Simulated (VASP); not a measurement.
# Zn4Te3O (C2) in VASP: single point with PBE

Aim: the single point of Zn4Te3O with PBE.

Everything below comes from runs of VASP 6.6.1. Logs are shortened: lines on timing, memory, paths and dates and some standing lists are left out, and cuts for length are marked.

**1. The cell of the first run**

The structure is monoclinic, space group C2 (No. 5). The conventional cell has a = 6.054 Å, b = 6.094 Å, c = 11.295 Å, α = 90.00°, β = 90.50°, γ = 90.00°. Within 2.5 Å of Zn (site symmetry 1) lie 1 O at 1.86 Å. Within 3.5 Å of Zn (site symmetry 1) lie 4 Te at 2.65 to 2.69 Å. Within 3.4 Å of Te (site symmetry 1) lie 4 Zn at 2.61 to 2.69 Å. Te (site symmetry 2) has 4 Zn at 2.66 Å within 3.5 Å. O (site symmetry 2) has 2 Zn at 1.86 Å within 2.5 Å.

**2. Single point, PBE**

INCAR

```
SYSTEM = Zn4Te3O
PREC = Accurate
ENCUT = 520
EDIFF = 1E-7
ISMEAR = 0
SIGMA = 0.02
LREAL = .False.
LASPH = .True.
NELM = 60
ALGO = Normal
ISIF = 2
LWAVE = .False.
LCHARG = .False.
GGA = PE
NBANDS = 46
```

KPOINTS

```
Automatic mesh
0
Gamma
  6 6 4
  0 0 0
```

POSCAR

```
Zn4Te3O
1.0
    3.0270251442     -3.0470146218      0.0015134181
    3.0270251442      3.0470146218      0.0015134181
   -0.1038997306      0.0000000000     11.2947271285
Zn Te O
4 3 1
Direct
    0.9909417045      0.3752614252      0.5981946887
    0.6247385748      0.0090582955      0.4018053113
    0.4845653553      0.0300738913      0.8611861878
    0.9699261087      0.5154346447      0.1388138122
    0.4887782380      0.5222292027      0.7209339126
    0.4777707973      0.5112217620      0.2790660874
    0.9866050425      0.0133949575      0.0000000000
    0.9738234585      0.0261765415      0.5000000000
```

Potentials or basis: VASP PAW PBE potentials, release 64 (Zn, Te, O).

Command:

```console
$ cat potpaw_PBE.64/Zn/POTCAR potpaw_PBE.64/Te/POTCAR potpaw_PBE.64/O/POTCAR > POTCAR
$ mpirun -np 1 vasp_std > vasp.out
```

OUTCAR:

```text
SYSTEM = Zn4Te3O
   PREC = Accurate
   ENCUT = 520
   EDIFF = 1E-7
   ISMEAR = 0
   LREAL = .False.
   LASPH = .True.
   NELM = 60
   ISIF = 2
   GGA = PE

 ion  position               nearest neighbor table
   1  0.991  0.375  0.598-   8 1.86   5 2.61   5 2.65
   2  0.625  0.009  0.402-   8 1.86   6 2.61   6 2.65
   3  0.485  0.030  0.861-   5 2.65   7 2.66   7 2.66   5 2.69
   4  0.970  0.515  0.139-   6 2.65   7 2.66   7 2.66   6 2.69
   5  0.489  0.522  0.721-   1 2.61   1 2.65   3 2.65   3 2.69
   6  0.478  0.511  0.279-   2 2.61   2 2.65   4 2.65   4 2.69
   7  0.987  0.013  0.000-   4 2.66   3 2.66   4 2.66   3 2.66
   8  0.974  0.026  0.500-   1 1.86   2 1.86

  LATTYP: Found a base centered monoclinic cell.
 ALAT       =     6.0540510451
 B/A-ratio  =     1.0066035450
 C/A-ratio  =     1.8657267537
 COS(beta)  =    -0.0086986210

  Lattice vectors:

 A1 = (   3.0270251442,  -3.0470146218,   0.0015134181)
 A2 = (   3.0270251442,   3.0470146218,   0.0015134181)
 A3 = (  -0.1038997306,   0.0000000000,  11.2947271285)

Analysis of symmetry for initial positions (statically):
=====================================================================
 Subroutine PRICEL returns:
 Original cell was already a primitive cell.

 Routine SETGRP: Setting up the symmetry group for a
 base centered monoclinic supercell.

 Subroutine GETGRP returns: Found  2 space group operations
 (whereof  2 operations were pure point group operations)
 out of a pool of  4 trial point group operations.

The static configuration has the point symmetry C_2 .

Analysis of symmetry for dynamics (positions and initial velocities):
=====================================================================
 Subroutine PRICEL returns:
 Original cell was already a primitive cell.

 Routine SETGRP: Setting up the symmetry group for a
 base centered monoclinic supercell.

 Subroutine GETGRP returns: Found  2 space group operations
 (whereof  2 operations were pure point group operations)
 out of a pool of  4 trial point group operations.

The dynamic configuration has the point symmetry C_2 .

 Subroutine INISYM returns: Found  2 space group operations
 (whereof  2 operations are pure point group operations),
 and found     1 'primitive' translations

----------------------------------------------------------------------------------------

                                     Primitive cell

  volume of cell :     208.3523

  direct lattice vectors                    reciprocal lattice vectors
     3.027025144 -3.047014622  0.001513418     0.165177914 -0.164095045  0.001519465
     3.027025144  3.047014622  0.001513418     0.165177914  0.164095045  0.001519465
    -0.103899731  0.000000000 11.294727128    -0.000044265  0.000000000  0.088536482

  length of vectors
     4.295018233  4.295018233 11.295205003     0.232837359  0.232837359  0.088536493

  position of ions in fractional coordinates (direct lattice)
     0.990941705  0.375261425  0.598194689
     0.624738575  0.009058295  0.401805311
     0.484565355  0.030073891  0.861186188
     0.969926109  0.515434645  0.138813812
     0.488778238  0.522229203  0.720933913
     0.477770797  0.511221762  0.279066087
     0.986605043  0.013394957  0.000000000
     0.973823458  0.026176542  0.500000000

  ion indices of the primitive-cell ions
   primitive index   ion index
                 1           1
                 2           2
                 3           3
                 4           4
                 5           5
                 6           6
                 7           7
                 8           8

----------------------------------------------------------------------------------------

 KPOINTS: Automatic mesh

Automatic generation of k-mesh.
 Grid dimensions read from file:
 generate k-points for:    6    6    4

 Generating k-lattice:

  Cartesian coordinates                     Fractional coordinates (reciprocal lattice)
     0.027529652 -0.027349174  0.000253244     0.166666667  0.000000000 -0.000000000
     0.027529652  0.027349174  0.000253244     0.000000000  0.166666667 -0.000000000
    -0.000011066  0.000000000  0.022134120     0.000000000  0.000000000  0.250000000

  Length of vectors
     0.038806227  0.038806227  0.022134123

  Shift w.r.t. Gamma in fractional coordinates (k-lattice)
     0.000000000  0.000000000  0.000000000

 Subroutine IBZKPT returns following result:
 ===========================================

 Found     47 irreducible k-points:

 Following reciprocal coordinates:
            Coordinates               Weight
  0.000000  0.000000  0.000000      1.000000
  0.166667 -0.000000  0.000000      4.000000
  0.333333 -0.000000  0.000000      4.000000
  0.500000 -0.000000  0.000000      2.000000
  0.166667  0.166667  0.000000      2.000000
  0.333333  0.166667  0.000000      4.000000
[... 16 lines left out ...]
 -0.333333  0.166667  0.250000      4.000000
 -0.166667  0.166667  0.250000      4.000000
 [... further k-points ...]
   k-points           NKPTS =     47   k-points in BZ     NKDIM =     47   number of bands    NBANDS=     46
   number of dos      NEDOS =    301   number of ions     NIONS =      8
   total plane-waves  NPLWV =  86016
   dimension x,y,z NGX =    32 NGY =   32 NGZ =   84
   dimension x,y,z NGXF=    64 NGYF=   64 NGZF=  168
   ions per type =               4   3   1
   NGX,Y,Z   is equivalent  to a cutoff of  12.39, 12.39, 12.36 a.u.
   NGXF,Y,Z  is equivalent  to a cutoff of  24.77, 24.77, 24.73 a.u.
 SYSTEM =  Zn4Te3O
   PREC   = accura    normal or accurate (medium, high low for compatibility)
   ISTART =      0    job   : 0-new  1-cont  2-samecut
   ICHARG =      2    charge: 1-file 2-atom 10-const
   ISPIN  =      1    spin polarized calculation?
   LNONCOLLINEAR =      F non collinear calculations
   LSORBIT =      F    spin-orbit coupling
   LASPH  =      T    aspherical Exc in radial PAW
   ENCUT  =  520.0 eV  38.22 Ry    6.18 a.u.   7.99  7.99 21.00*2*pi/ulx,y,z
   NELM   =     60;   NELMIN=  2; NELMDL= -5     # of ELM steps
   EDIFF  = 0.1E-06   stopping-criterion for ELM
   LREAL  =      F    real-space projection
   EDIFFG = 0.1E-05   stopping-criterion for IOM
   NSW    =      0    number of steps for IOM
   IBRION =     -1    ionic relax: 0-MD 1-quasi-New 2-CG
   NFREE  =      0    steps in history (QN), initial steepest desc. (CG)
   ISIF   =      2    stress and relaxation
   ISYM   =      2    0-nonsym 1-usesym 2-fastsym
   POTIM  = 0.5000    time-step for ionic-motion
   TEBEG  =    0.0;   TEEND  =   0.0 temperature during run
   PSTRESS=    0.0 pullay stress
   NELECT =      72.0000    total number of electrons
   NUPDOWN=      -1.0000    fix difference up-down
   EMIN   =  10.00;   EMAX   =-10.00  energy-range for DOS
   EFERMI =   0.00;   METHOD = LEGACY
   ISMEAR =     0;   SIGMA  =   0.02  broadening in eV -4-tet -1-fermi 0-gaus
   EFERMI_NEDOS =   21; number of points for ismear=-14 and -15
   IALGO  =     38    algorithm
   IMIX   =      4    mixing-type and parameters
     AMIX     =   0.40;   BMIX     =  1.00
     AMIX_MAG =   1.60;   BMIX_MAG =  1.00
  volume/ion in A,a.u.               =      26.04       175.75
  Fermi-wavevector in a.u.,A,eV,Ry     =   1.148822  2.170960 17.956873  1.319793
  Thomas-Fermi vector in A             =   2.285495
   LORBIT       =      0    0 simple, 1 ext, 2 COOP (PROOUT), +10 PAW based schemes
   GGA     = PE    functional components
   LHFCALC =     F    Hartree Fock is set to
   AEXX    =    0.0000 exact exchange contribution
   IVDW    =     0    specifies the selected vdW correction
   LEPSILON=     F    determine dielectric tensor
   LRPA    =     F    only Hartree local field effects (RPA)
 non-spin polarized calculation
 Gauss-broadening in eV      SIGMA  =   0.02
  energy-cutoff  :      520.00
  volume of cell :      208.35
 maximum number of plane-waves:      5670
   NGX = 15   NGY = 15   NGZ = 43

 number of electron      72.0000017 magnetization

 Free energy of the ion-electron system (eV)
  ---------------------------------------------------
  ext. energy  EPLUGINS =         0.00000000
  ---------------------------------------------------
  free energy    TOTEN  =       -23.12875855 eV

  energy without entropy =      -23.12875855  energy(sigma->0) =      -23.12875855

 E-fermi :   2.3493     XC(G=0):  -8.8849

 val. band max:        2.2673363207   @ k =   0.0000   0.0000   0.0000
 cond. band min:       3.3474070325   @ k =   0.0000   0.0000   0.0000
 fundamental gap:      1.0800707118
 Fermi energy:         2.3492923357

 k-point     1 :       0.0000    0.0000    0.0000
  band No.  band energies     occupation
      1     -14.5293      2.00000
      2      -9.1315      2.00000
      3      -8.7406      2.00000
      4      -8.3686      2.00000
      5      -4.4447      2.00000
      6      -4.4299      2.00000
[... 38 lines left out ...]
     45       7.5086      0.00000
     46       8.4328      0.00000

 k-point     2 :       0.1667   -0.0000    0.0000
  band No.  band energies     occupation
      1     -14.5218      2.00000
      2      -9.0213      2.00000
      3      -8.6613      2.00000
      4      -8.3405      2.00000
      5      -4.4282      2.00000
      6      -4.4237      2.00000
[... 38 lines left out ...]
     45       7.6088      0.00000
     46       8.0421      0.00000

 k-point     3 :       0.3333   -0.0000    0.0000
  band No.  band energies     occupation
      1     -14.5068      2.00000
      2      -8.7438      2.00000
      3      -8.4899      2.00000
      4      -8.3238      2.00000
      5      -4.4107      2.00000
      6      -4.4076      2.00000
[... 1018 lines left out ...]
     45       8.2600      0.00000
     46       8.4013      0.00000

 k-point    24 :      -0.1667    0.1667    0.2500
  band No.  band energies     occupation
      1     -14.5147      2.00000
      2      -8.9098      2.00000
      3      -8.5983      2.00000
      4      -8.2948      2.00000
      5      -4.4184      2.00000
      6      -4.4123      2.00000
[... 38 lines left out ...]
     45       7.8307      0.00000
     46       8.1511      0.00000

 [... further k-points ...]

------------------------ aborting loop because EDIFF is reached ----------------------------------------

  FORCE on cell =-STRESS in cart. coord.  units (eV):
  Direction    XX          YY          ZZ          XY          YZ          ZX
  --------------------------------------------------------------------------------------
  -------------------------------------------------------------------------------------
  Total        0.2137401      0.1823553      0.2630706      0.0000000      0.0000000      0.1905146
  in kB        1.6436083      1.4022669      2.0229471      0.0000000      0.0000000      1.4650099
  external PRESSURE =       1.6896074 kB  Pullay stress =       0.0000000 kB

 VOLUME and BASIS-vectors are now :
 -----------------------------------------------------------------------------
  energy-cutoff  :      520.00
  volume of cell :      208.35
      direct lattice vectors                 reciprocal lattice vectors
     3.027025144 -3.047014622  0.001513418     0.165177914 -0.164095045  0.001519465
     3.027025144  3.047014622  0.001513418     0.165177914  0.164095045  0.001519465
    -0.103899731  0.000000000 11.294727128    -0.000044265  0.000000000  0.088536482

 POSITION                                       TOTAL-FORCE (eV/Angst)
 -----------------------------------------------------------------------------------
      4.07338     -1.87599      6.75851         0.072529      0.066304      0.065115
      1.87677     -1.87599      4.53924        -0.072529      0.066304     -0.065115
      1.46835     -1.38484      9.72764        -0.003375     -0.002964      0.001541
      4.48180     -1.38484      1.57011         0.003375     -0.002964     -0.001541
      2.98544      0.10193      8.14428         0.010088      0.008694      0.010079
      2.96471      0.10193      3.15347        -0.010088      0.008694     -0.010079
      3.02703     -2.96539      0.00151        -0.000000      0.000407      0.000000
      2.97508     -2.88749      5.64888        -0.000000     -0.144475      0.000000
 -----------------------------------------------------------------------------------
    total drift:                               -0.000000      0.000707      0.000000

  FREE ENERGIE OF THE ION-ELECTRON SYSTEM (eV)
  ---------------------------------------------------
  free  energy   TOTEN  =       -23.1287585547 eV

  energy  without entropy=      -23.1287585547  energy(sigma->0) =      -23.12875855
```

It took 11 min on 1 thread of AMD EPYC 7R43 (Zen 3), shared host; peak memory 0.48 GiB.

Results:

| Item | Value |
| --- | --- |
| Free energy | -23.1288 eV |
| Pressure | 0.2 GPa |
| Largest force | 0.144 eV/Å |
| Band gap on the k mesh | 1.08 eV |

Forces in eV/Å, atoms in the order of the input:
```
Zn   0.073  0.066  0.065
Zn  -0.073  0.066 -0.065
Zn  -0.003 -0.003  0.002
Zn   0.003 -0.003 -0.002
Te   0.010  0.009  0.010
Te  -0.010  0.009 -0.010
Te   0.000  0.000  0.000
O    0.000 -0.144  0.000
```

Stress tensor (GPa, compression positive):
```
0.16 0.00 0.15
0.00 0.14 0.00
0.15 0.00 0.20
```

Caveat: spin-orbit coupling is left out, which moves the levels of the heavy elements. A k mesh can miss the band edges.
